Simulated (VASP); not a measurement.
Ti, 1 atom in the cell. It takes space group I4/mmm (No. 139, tetragonal). The conventional cell has a = 2.914 Å, b = 2.914 Å, c = 4.182 Å, α = 90.00°, β = 90.00°, γ = 90.00°. Within 3.8 Å of Ti (site symmetry 4/mmm) lie 12 Ti at 2.91 to 2.94 Å.  This cell differs from its parent crystal: strain +0.015 along x and y, +0.030 along z.

- Program: VASP 6.6.1
- Task: single point
- Functional: PBEsol
- Potentials or basis: VASP PAW PBE potentials, release 64 (Ti_sv)
- Cutoff: 520 eV
- k mesh: 10 × 10 × 10
- Occupations: gaussian, width 0.15 eV
- Spin: no spin polarisation
- Dipole correction: no
- Further INCAR settings: ALGO = Normal; EDIFF = 1e-07; NBANDS = 12

Potentials or basis: VASP PAW PBE potentials, release 64 (Ti_sv).

Command:

```bash
$ cat potpaw_PBE.64/Ti_sv/POTCAR > POTCAR
$ mpirun -np 1 vasp_std > vasp.out
```

Hardware: 1 thread of Intel Xeon 6975P-C (shared host).

Question: How long does it take, and how much memory?

Answer: Run time: 48 s on 1 thread of Intel Xeon 6975P-C (shared host), peak memory 0.15 GiB. Counts: scf iterations 14, k points 102.
